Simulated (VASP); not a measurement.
# Te2Pb (Fm-3m) in VASP: further runs, part 2 of 2

VASP 6.6.1.

## 3. Relaxation of cell and atoms, PBE

This run uses another cell than the first one, of 31.24 Å³/atom, 0.846 times its volume.

INCAR

```
PREC     = Accurate       # precision mode
ENCUT    = 600            # plane-wave cutoff, eV
EDIFF    = 1E-6           # SCF threshold, eV
ISMEAR   = -1             # smearing method
SIGMA    = 0.02           # smearing width, eV
LREAL    = False          # projectors in reciprocal space
LASPH    = True           # aspherical terms in the spheres
NELM     = 80             # most SCF steps
ALGO     = Normal         # electronic algorithm
ISIF     = 3              # what is computed and relaxed
LWAVE    = False          # write WAVECAR
LCHARG   = False          # write CHGCAR
GGA      = PE             # functional
IBRION   = 2              # ionic algorithm
NSW      = 80             # ionic steps
EDIFFG   = -0.005         # ionic threshold
```

KPOINTS

```
regular mesh
0
Gamma
  6 6 6
```

POSCAR

```
Te2Pb
1.0
    0.0000000000      3.6050822601      3.6050822601
    3.6050822601      0.0000000000      3.6050822601
    3.6050822601      3.6050822601      0.0000000000
Pb Te
1 2
Direct
    0.0000000000      0.0000000000      0.0000000000
    0.2500000000      0.2500000000      0.2500000000
    0.7500000000      0.7500000000      0.7500000000
```

Potentials or basis: VASP PAW PBE potentials, release 64 (Pb_d, Te).

Started as:

```
> cat potpaw_PBE.64/Pb_d/POTCAR potpaw_PBE.64/Te/POTCAR > POTCAR
> mpirun -np 1 vasp_std > vasp.out
```

OUTCAR:

```text
PREC = Accurate
   ENCUT = 600
   EDIFF = 1E-6
   ISMEAR = -1
   LREAL = False
   LASPH = True
   NELM = 80
   ISIF = 3
   GGA = PE
   IBRION = 2
   NSW = 80
   EDIFFG = -0.005

 ion  position               nearest neighbor table
   1  0.000  0.000  0.000-   3 3.12   3 3.12   3 3.12   2 3.12   3 3.12   2 3.12   2 3.12   2 3.12

   2  0.250  0.250  0.250-   1 3.12   1 3.12   1 3.12   1 3.12   3 3.61   3 3.61   3 3.61   3 3.61
                             3 3.61   3 3.61
   3  0.750  0.750  0.750-   1 3.12   1 3.12   1 3.12   1 3.12   2 3.61   2 3.61   2 3.61   2 3.61
                             2 3.61   2 3.61

  LATTYP: Found a face centered cubic cell.
 ALAT       =     7.2101645202

  Lattice vectors:

 A1 = (   0.0000000000,   3.6050822601,   3.6050822601)
 A2 = (   3.6050822601,   0.0000000000,   3.6050822601)
 A3 = (   3.6050822601,   3.6050822601,   0.0000000000)

[... 173 lines left out ...]
 cond. band min:       6.6533648029   @ k =   0.5000   0.3333   0.0000
 fundamental gap:      0.1920457499
 Fermi energy:         6.5035345584

 k-point     1 :       0.0000    0.0000    0.0000
  band No.  band energies     occupation
      1     -10.1765      2.00000
      2     -10.1765      2.00000
      3     -10.1765      2.00000
      4     -10.1158      2.00000
      5     -10.1158      2.00000
      6      -6.5951      2.00000
[... 567 lines left out ...]
--------------------------------------- Ionic step        8  -------------------------------------------

 number of electron      26.0000002 magnetization

 Free energy of the ion-electron system (eV)
  ---------------------------------------------------
  ext. energy  EPLUGINS =         0.00000000
  ---------------------------------------------------
  free energy    TOTEN  =        -9.63649824 eV

  energy without entropy =       -9.63533041  energy(sigma->0) =       -9.63591433

 E-fermi :   4.5443     XC(G=0):  -8.7884

 val. band max:        4.5417656555   @ k =   0.3333   0.3333   0.0000
 cond. band min:       4.6606896879   @ k =  -0.3333   0.1667   0.0000
 fundamental gap:      0.1189240324
 Fermi energy:         4.5443437020

 k-point     1 :       0.0000    0.0000    0.0000
  band No.  band energies     occupation
      1     -11.9497      2.00000
      2     -11.9497      2.00000
      3     -11.9497      2.00000
      4     -11.9231      2.00000
      5     -11.9231      2.00000
      6      -7.3687      2.00000
[... 339 lines left out ...]
  FREE ENERGIE OF THE ION-ELECTRON SYSTEM (eV)
  ---------------------------------------------------
  free  energy   TOTEN  =        -9.6364982446 eV

  energy  without entropy=       -9.6353304083  energy(sigma->0) =       -9.63591433

 reached required accuracy - stopping structural energy minimisation
```

CONTCAR:

```text
Te2Pb
   1.00000000000000
    -0.0000000000000000    3.8096615332917061    3.8096615332917061
     3.8096615332917061   -0.0000000000000000    3.8096615332917061
     3.8096615332917061    3.8096615332917061   -0.0000000000000000
  Pb              Te
     1     2
Direct
     0.0000000000000000    0.0000000000000000    0.0000000000000000
     0.2500000000000000    0.2500000000000000    0.2500000000000000
     0.7500000000000000    0.7500000000000000    0.7500000000000000

  0.00000000E+00  0.00000000E+00  0.00000000E+00
  0.00000000E+00  0.00000000E+00  0.00000000E+00
  0.00000000E+00  0.00000000E+00  0.00000000E+00
```

It took 2.5 min on 1 thread of Intel Xeon Platinum 8375C at 2.90GHz (Ice Lake), shared host; peak memory 0.28 GiB.

Results:

- Free energy: -9.6365 eV
- Relaxed volume: 36.86 Å³/atom
- Relaxed cell: a = 5.388 Å, b = 5.388 Å, c = 5.388 Å, α = 60.00°, β = 60.00°, γ = 60.00°
- Space group after relaxing (to 0.05 Å): Fm-3m (No. 225)
- Energy gained by relaxing: 124.5 meV/atom
- Ionic steps: 8
- Pressure after relaxing: 0.0 GPa
- Band gap on the k mesh: zero (band 13 reaches 5.24 eV, above the bottom of band 14 at 3.53 eV)

The path:
```tsv
step	energy change (eV)	largest force (eV/Å)	pressure (GPa)	volume (Å³)
1	0.0000	0.0000	8.26	93.71
2	-0.3355	0.0000	-1.73	117.28
3	-0.3734	0.0000	0.06	110.45
4	-0.3734	0.0000	-0.06	110.81
5	-0.3735	0.0000	-0.03	110.61
6	-0.3734	0.0000	0.07	110.41
7	-0.3735	0.0000	0.03	110.56
8	-0.3735	0.0000	0.02	110.58
```

Final structure:
```
Pb Te
1.0
     0.00000    3.80966    3.80966
     3.80966    0.00000    3.80966
     3.80966    3.80966    0.00000
Pb Te
1 2
Direct
  0.00000 0.00000 0.00000
  0.25000 0.25000 0.25000
  0.75000 0.75000 0.75000
```

Caveat: the volume moved by over 15 % at a fixed basis, so the end points are rough; spin-orbit coupling is left out, which moves the levels of the heavy elements.
